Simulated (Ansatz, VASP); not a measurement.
## One calculation of AlNi, two programs

Contents of INCAR:

```
PREC = Accurate ; ENCUT = 520
EDIFF = 1E-7 ; ISMEAR = -1
SIGMA = 0.15 ; LREAL = F
LASPH = T ; NELM = 150
ALGO = Normal ; ISIF = 2
LWAVE = F ; LCHARG = F
ISPIN = 2 ; MAGMOM = 0 1
LORBIT = 11 ; LMAXMIX = 4
GGA = PE ; NBANDS = 18
```

File KPOINTS:

```
Automatic mesh
0
Gamma
  12 12 12
```

POSCAR

```
AlNi
1.0
    2.8521900000      0.0000000000      0.0000000000
    0.0000000000      2.8521900000      0.0000000000
    0.0000000000      0.0000000000      2.8810000000
Al Ni
1 1
Direct
    0.0000000000      0.0000000000      0.0000000000
    0.5000000000      0.5000000000      0.5000000000
```

Input for Ansatz:

```yaml
crystal:
  lattice:
    - [2.85219, 0.0, 0.0]
    - [0.0, 2.85219, 0.0]
    - [0.0, 0.0, 2.881]
  atoms:
    - { symbol: Al, position: [0.0, 0.0, 0.0] }
    - { symbol: Ni, position: [0.5, 0.5, 0.5], spin: 1.0 }
basis:
  ecutwfc: 550.0
kpoints:
  mp_grid:
    grid: [12, 12, 12]
hamiltonian:
  xc: pbe
  pseudopotentials:
    kind: paw
magnetization:
  spin_polarized: true
scf:
  occupations:
    method: fermi_dirac
    width: 0.15
```

Alike in both runs: task single point; functional PBE; k mesh 12 × 12 × 12; occupations fermi-dirac, width 0.15 eV; collinear spin.

|  | VASP | Ansatz |
| --- | --- | --- |
| version | VASP 6.6.1 | Ansatz 0.2.0 |
| potentials or method | VASP PAW PBE potentials, release 64 (Al, Ni), cutoff 520 eV | plane waves, PAW |
| valence electrons in the cell | 13 | 21 |

```tsv
	VASP	Ansatz	Ansatz less VASP
net moment per atom (μB)	0.00	0.00	0.000
```

VASP's potentials hold 13 valence electrons a cell and Ansatz's 21, so a difference there can come from the potentials and not from the codes. Ansatz's warnings: seeded moment not kept.
